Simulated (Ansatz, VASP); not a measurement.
## Se: VASP beside Ansatz

Contents of INCAR:

```
ALGO = Normal ; EDIFF = 1E-7
ENCUT = 520 ; GGA = PE
ISIF = 2 ; ISMEAR = -1
LASPH = T ; LCHARG = F
LREAL = F ; LWAVE = F
NBANDS = 16 ; NELM = 60
PREC = Accurate ; SIGMA = 0.03
```

Contents of KPOINTS:

```
k-points
0
Gamma
  6 6 5
```

Contents of POSCAR:

```
Se
1.0
    4.3661999489     -0.0654929992     -0.0654929992
   -2.2398185756      3.8139865734     -0.0239721015
   -0.0743040000     -0.0743040000      4.9536000000
Se
3
Direct
    0.2254000000      0.0000000000      0.3333333333
    0.0000000000      0.2254000000      0.6666666667
    0.7746000000      0.7746000000      0.0000000000
```

Input for Ansatz:

```yaml
crystal:
  lattice:
    - [4.3661999489, -0.0654929992, -0.0654929992]
    - [-2.2398185756, 3.8139865734, -0.0239721015]
    - [-0.074304, -0.074304, 4.9536]
  atoms:
    - { symbol: Se, position: [0.2254, 0.0, 0.3333333333] }
    - { symbol: Se, position: [0.0, 0.2254, 0.6666666667] }
    - { symbol: Se, position: [0.7746, 0.7746, 0.0] }
kpoints:
  mp_grid: { grid: [6, 6, 5] }
  band_path:
    path:
      - [0.0, 0.0, 0.0]
      - [0.0, 0.0, 0.5]
      - [-0.5, 0.5, 0.0]
      - [0.0, 0.0, 0.0]
      - [0.0, -0.5, 0.0]
      - [-0.5, 0.0, 0.5]
      - [0.0, 0.0, 0.0]
      - [-0.5, 0.0, 0.0]
      - [0.0, -0.5, 0.5]
    npoints: 5
scf:
  occupations: { method: fermi_dirac, width: 0.03 }
hamiltonian:
  xc: pbe
  pseudopotentials: { kind: all_electron, lapw: { basis_error: 0.001 } }
output:
  forces: true
  stress: true
  eigenvalues: true
```

Change from the starting cell: equal xy, yz and zx shear strains of -3 %.

Alike in both runs: task single point; functional PBE; k mesh 6 × 6 × 5; occupations fermi-dirac, width 0.03 eV; no spin polarisation.

|  | VASP | Ansatz |
| --- | --- | --- |
| version | VASP 6.6.1 | Ansatz 0.2.0 |
| potentials or method | VASP PAW PBE potentials, release 64 (Se), cutoff 520 eV | all-electron LAPW, scalar-relativistic |

VASP gave:

- pressure (GPa): 3.2
- traceless stress, the component that is largest in VASP (GPa): 2.44
- rms of the force components (eV/Å): 0.428

Question: What did Ansatz give for the same quantities?

Answer: Pressure (GPa): 3.1; traceless stress, the component that is largest in VASP (GPa): 2.41; rms of the force components (eV/Å): 0.409.

Atom by atom the forces differ by 0.023 eV/Å (rms over components). Ansatz ran all-electron here, and VASP with PAW potentials.
